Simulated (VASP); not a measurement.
BN, 2 atoms in the cell. The structure is tetragonal, space group I-4m2 (No. 119). The conventional cell has a = 2.769 Å, b = 2.769 Å, c = 3.626 Å, α = 90.00°, β = 90.00°, γ = 90.00°. Within 2.2 Å of B (site symmetry -4m2) lie 4 N at 1.65 Å. Within 2.2 Å of N (site symmetry -4m2) lie 4 B at 1.65 Å.  This cell differs from its parent crystal: strain +0.080 along x and y, +0.000 along z.

```yaml
Program: VASP 6.6.1
Task: single point
Functional: PBE
Potentials_or_basis: VASP PAW PBE potentials, release 64 (B, N)
Cutoff: 520 eV
k_mesh: 12 × 12 × 12
Occupations: gaussian, width 0.05 eV
Spin: no spin polarisation
Dipole_correction: no
Further_INCAR_settings: ALGO = Normal; EDIFF = 1e-07; NBANDS = 11
```

Potentials or basis: VASP PAW PBE potentials, release 64 (B, N).

Run with:

```console
$ cat potpaw_PBE.64/B/POTCAR potpaw_PBE.64/N/POTCAR > POTCAR
$ mpirun -np 1 vasp_std > vasp.out
```

Hardware: 1 thread of Intel(R) Xeon(R) Platinum 8259CL CPU @ 2.50GHz (Skylake/Cascade Lake), on a shared host.

**Question.** Estimate the wall time of this run.

**Answer.** It took 22 s on 1 thread of Intel(R) Xeon(R) Platinum 8259CL CPU @ 2.50GHz (Skylake/Cascade Lake) (shared host), peak memory 0.14 GiB. Counts: scf iterations 13, k points 163.
